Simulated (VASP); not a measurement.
CdSe:

```
Cd Se
1.0
    -2.19099    2.19099    3.09519
     2.19099   -2.19099    3.09519
     2.19099    2.19099   -3.09519
Cd Se
1 1
Cartesian
  0.0000 0.0000 0.0000
  2.1910 0.0000 1.5476
```

Base run:

| Item | Value |
| --- | --- |
| Program | VASP 6.6.1 |
| Functional | r2SCAN |
| Potentials or basis | VASP PAW PBE potentials, release 64 (Cd, Se) |
| Cutoff | 520 eV |
| k mesh | 12 × 12 × 12 |
| Occupations | gaussian, width 0.02 eV |
| Spin | no spin polarisation |

Its results: band gap on the k mesh 0.96 eV, direct; pressure -1.2 GPa.

**Question.** The run is repeated on the same cell with these changes: functional from r2SCAN to PBE. What comes out?

**Answer.** Band gap on the k mesh 0.49 eV, direct; pressure 0.3 GPa.

r2SCAN gives the wider gap, since meta-GGAs in the generalised Kohn-Sham scheme recover part of the derivative discontinuity.

Caveats: the PAW data sets were made with another functional, which shifts forces and pressure a little (some runs).

